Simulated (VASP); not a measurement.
# AlCu3 (Fm-3m) in VASP: relaxation of cell and atoms with LDA

Aim: the relaxation of cell and atoms of AlCu3 with LDA.

All numbers are computed with VASP 6.6.1; they aren't measurements. Logs are shortened: lines on timing, memory, paths and dates and some standing lists are left out, and cuts for length are marked.

## Step 1: The cell of the first run

Symmetry: Fm-3m, No. 225, cubic system. The conventional cell has a = 5.854 Å, b = 5.854 Å, c = 5.854 Å, α = 90.00°, β = 90.00°, γ = 90.00°. Al (site symmetry m-3m) has 14 Cu at 2.54 to 2.93 Å within 3.3 Å. Within 3.3 Å of Cu (site symmetry m-3m) lie 8 Cu at 2.54 Å and 6 Al at 2.93 Å. Within 3.3 Å of Cu (site symmetry -43m) lie 4 Al at 2.54 Å and 10 Cu at 2.54 to 2.93 Å.

## Step 2: Relaxation of cell and atoms, LDA

Input file INCAR:

```
ALGO = Normal
EDIFF = 1E-7
EDIFFG = -0.005
ENCUT = 700
GGA = CA
GGA_COMPAT = F
IBRION = 2
ISIF = 3
ISMEAR = 0
LASPH = T
LCHARG = F
LREAL = F
LWAVE = F
NELM = 120
NELMIN = 4
NSW = 70
PREC = Accurate
SIGMA = 0.1
```

Input file KPOINTS:

```
k-points
0
Gamma
  12 12 12
```

Input file POSCAR:

```
AlCu3
1.0
    0.0000000000      2.9271909377      2.9271909377
    2.9271909377      0.0000000000      2.9271909377
    2.9271909377      2.9271909377      0.0000000000
Al Cu
1 3
Direct
    0.0000000000      0.0000000000      0.0000000000
    0.5000000000      0.5000000000      0.5000000000
    0.2500000000      0.2500000000      0.2500000000
    0.7500000000      0.7500000000      0.7500000000
```

Potentials or basis: VASP PAW LDA potentials, release 64 (Al, Cu_sv_GW).

The run is started by

```
$ cat potpaw_LDA.64/Al/POTCAR potpaw_LDA.64/Cu_sv_GW/POTCAR > POTCAR
$ mpirun -np 1 vasp_std > vasp.out
```

OUTCAR:

```text
EDIFF = 1E-7
   EDIFFG = -0.005
   ENCUT = 700
   GGA = CA
   IBRION = 2
   ISIF = 3
   ISMEAR = 0
   LASPH = T
   LREAL = F
   NELM = 120
   NELMIN = 4
   NSW = 70
   PREC = Accurate

 ion  position               nearest neighbor table
   1  0.000  0.000  0.000-   4 2.54   4 2.54   4 2.54   3 2.54   4 2.54   3 2.54   3 2.54   3 2.54
                             2 2.93   2 2.93   2 2.93   2 2.93   2 2.93   2 2.93
   2  0.500  0.500  0.500-   3 2.54   3 2.54   3 2.54   3 2.54   4 2.54   4 2.54   4 2.54   4 2.54
                             1 2.93   1 2.93   1 2.93   1 2.93   1 2.93   1 2.93
   3  0.250  0.250  0.250-   1 2.54   1 2.54   1 2.54   1 2.54   2 2.54   2 2.54   2 2.54   2 2.54

   4  0.750  0.750  0.750-   2 2.54   2 2.54   2 2.54   1 2.54   2 2.54   1 2.54   1 2.54   1 2.54

  LATTYP: Found a face centered cubic cell.
 ALAT       =     5.8543818754

  Lattice vectors:

 A1 = (   0.0000000000,   2.9271909377,   2.9271909377)
 A2 = (   2.9271909377,   0.0000000000,   2.9271909377)
 A3 = (   2.9271909377,   2.9271909377,   0.0000000000)

Analysis of symmetry for initial positions (statically):
=====================================================================
 Subroutine PRICEL returns:
 Original cell was already a primitive cell.

 Routine SETGRP: Setting up the symmetry group for a
 face centered cubic supercell.

 Subroutine GETGRP returns: Found 48 space group operations
 (whereof 48 operations were pure point group operations)
 out of a pool of 48 trial point group operations.

The static configuration has the point symmetry O_h .

Analysis of symmetry for dynamics (positions and initial velocities):
=====================================================================
 Subroutine PRICEL returns:
 Original cell was already a primitive cell.

 Routine SETGRP: Setting up the symmetry group for a
 face centered cubic supercell.

 Subroutine GETGRP returns: Found 48 space group operations
 (whereof 48 operations were pure point group operations)
 out of a pool of 48 trial point group operations.

The dynamic configuration has the point symmetry O_h .

 Subroutine INISYM returns: Found 48 space group operations
 (whereof 48 operations are pure point group operations),
 and found     1 'primitive' translations

----------------------------------------------------------------------------------------

                                     Primitive cell

  volume of cell :      50.1630

  direct lattice vectors                    reciprocal lattice vectors
[... 97 lines left out ...]
   ISIF   =      3    stress and relaxation
   ISYM   =      2    0-nonsym 1-usesym 2-fastsym
   POTIM  = 0.5000    time-step for ionic-motion
   TEBEG  =    0.0;   TEEND  =   0.0 temperature during run
   PSTRESS=    0.0 pullay stress
   NELECT =      60.0000    total number of electrons
   NUPDOWN=      -1.0000    fix difference up-down
   EMIN   =  10.00;   EMAX   =-10.00  energy-range for DOS
   EFERMI =   0.00;   METHOD = LEGACY
   ISMEAR =     0;   SIGMA  =   0.10  broadening in eV -4-tet -1-fermi 0-gaus
   EFERMI_NEDOS =   21; number of points for ismear=-14 and -15
   IALGO  =     38    algorithm
   IMIX   =      4    mixing-type and parameters
     AMIX     =   0.40;   BMIX     =  1.00
     AMIX_MAG =   1.60;   BMIX_MAG =  1.00
  volume/ion in A,a.u.               =      12.54        84.63
  Fermi-wavevector in a.u.,A,eV,Ry     =   1.737791  3.283949 41.088470  3.019917
  Thomas-Fermi vector in A             =   2.810947
   LORBIT       =      0    0 simple, 1 ext, 2 COOP (PROOUT), +10 PAW based schemes
   GGA     = CA    functional components
   LHFCALC =     F    Hartree Fock is set to
   AEXX    =    0.0000 exact exchange contribution
   IVDW    =     0    specifies the selected vdW correction
   LEPSILON=     F    determine dielectric tensor
   LRPA    =     F    only Hartree local field effects (RPA)
 conjugate gradient relaxation of ions
 non-spin polarized calculation
 Gauss-broadening in eV      SIGMA  =   0.10
  energy-cutoff  :      700.00
  volume of cell :       50.16
 maximum number of plane-waves:      2148
   NGX = 17   NGY = 17   NGZ = 17

--------------------------------------- Ionic step        1  -------------------------------------------

 number of electron      59.9999955 magnetization

 Free energy of the ion-electron system (eV)
  ---------------------------------------------------
  ext. energy  EPLUGINS =         0.00000000
  ---------------------------------------------------
  free energy    TOTEN  =       -19.36536348 eV

  energy without entropy =      -19.36048613  energy(sigma->0) =      -19.36292480

------------------------ aborting loop because EDIFF is reached ----------------------------------------

  FORCE on cell =-STRESS in cart. coord.  units (eV):
  Direction    XX          YY          ZZ          XY          YZ          ZX
  --------------------------------------------------------------------------------------
  -------------------------------------------------------------------------------------
  Total       -4.4438233     -4.4438233     -4.4438233      0.0000000     -0.0000000      0.0000000
  in kB     -141.9332702   -141.9332702   -141.9332702      0.0000000     -0.0000000      0.0000000
  external PRESSURE =    -141.9332702 kB  Pullay stress =       0.0000000 kB
[... 25 lines left out ...]
--------------------------------------- Ionic step        2  -------------------------------------------

 number of electron      59.9999988 magnetization

 E-fermi :  10.0286     XC(G=0): -13.9106

 val. band max:        9.9981760145   @ k =  -0.4167   0.1667   0.0000
 cond. band min:      10.0526916707   @ k =  -0.1667   0.1667   0.0000
 fundamental gap:      0.0545156563
 Fermi energy:        10.0286301698

 k-point     1 :       0.0000    0.0000    0.0000
  band No.  band energies     occupation
      1    -102.4915      2.00000
      2    -102.4870      2.00000
      3    -102.1470      2.00000
      4     -60.4643      2.00000
      5     -60.4643      2.00000
      6     -60.4643      2.00000
[... 1078 lines left out ...]
--------------------------------------- Ionic step        6  -------------------------------------------

 number of electron      60.0000016 magnetization

 Free energy of the ion-electron system (eV)
  ---------------------------------------------------
  ext. energy  EPLUGINS =         0.00000000
  ---------------------------------------------------
  free energy    TOTEN  =       -19.58316317 eV

  energy without entropy =      -19.57824184  energy(sigma->0) =      -19.58070250

 E-fermi :   9.0332     XC(G=0): -13.4790

 val. band max:        9.0050425968   @ k =   0.3333   0.2500   0.0833
 cond. band min:       9.0452532098   @ k =  -0.1667   0.1667   0.0000
 fundamental gap:      0.0402106130
 Fermi energy:         9.0331563982

 k-point     1 :       0.0000    0.0000    0.0000
  band No.  band energies     occupation
      1    -103.2458      2.00000
      2    -103.2433      2.00000
      3    -102.9147      2.00000
      4     -61.2179      2.00000
      5     -61.2179      2.00000
      6     -61.2179      2.00000
[... 958 lines left out ...]
  FREE ENERGIE OF THE ION-ELECTRON SYSTEM (eV)
  ---------------------------------------------------
  free  energy   TOTEN  =       -19.5831631659 eV

  energy  without entropy=      -19.5782418410  energy(sigma->0) =      -19.58070250

 reached required accuracy - stopping structural energy minimisation
```

Wall time 26 min (1 thread of Intel Xeon Platinum 8375C at 2.90GHz (Ice Lake), shared host); peak memory 0.32 GiB.

Results:

| Property | Result |
| --- | --- |
| Free energy | -19.5832 eV |
| Relaxed volume | 11.42 Å³/atom |
| Relaxed cell | a = 4.012 Å, b = 4.012 Å, c = 4.012 Å, α = 60.00°, β = 60.00°, γ = 60.00° |
| Space group after relaxing (to 0.1 Å) | Fm-3m (No. 225) |
| Energy gained by relaxing | 54.4 meV/atom |
| Ionic steps | 6 |
| Pressure after relaxing | 0.0 GPa |
| Band gap on the k mesh | zero (bands 30 and 31 overlap by 6.02 eV) |

The path:
| step | energy change (eV) | largest force (eV/Å) | pressure (GPa) | volume (Å³) |
| --- | --- | --- | --- | --- |
| 1 | 0.0000 | 0.0000 | -14.19 | 50.16 |
| 2 | -0.0725 | 0.0000 | 15.74 | 42.52 |
| 3 | -0.2178 | 0.0000 | -0.15 | 45.71 |
| 4 | -0.2178 | 0.0000 | 0.15 | 45.62 |
| 5 | -0.2178 | 0.0000 | -0.09 | 45.69 |
| 6 | -0.2178 | 0.0000 | 0.05 | 45.67 |

Final structure:
```
Al Cu
1.0
     0.00000    2.83706    2.83706
     2.83706    0.00000    2.83706
     2.83706    2.83706    0.00000
Al Cu
1 3
Direct
  0.00000 0.00000 0.00000
  0.50000 0.50000 0.50000
  0.25000 0.25000 0.25000
  0.75000 0.75000 0.75000
```
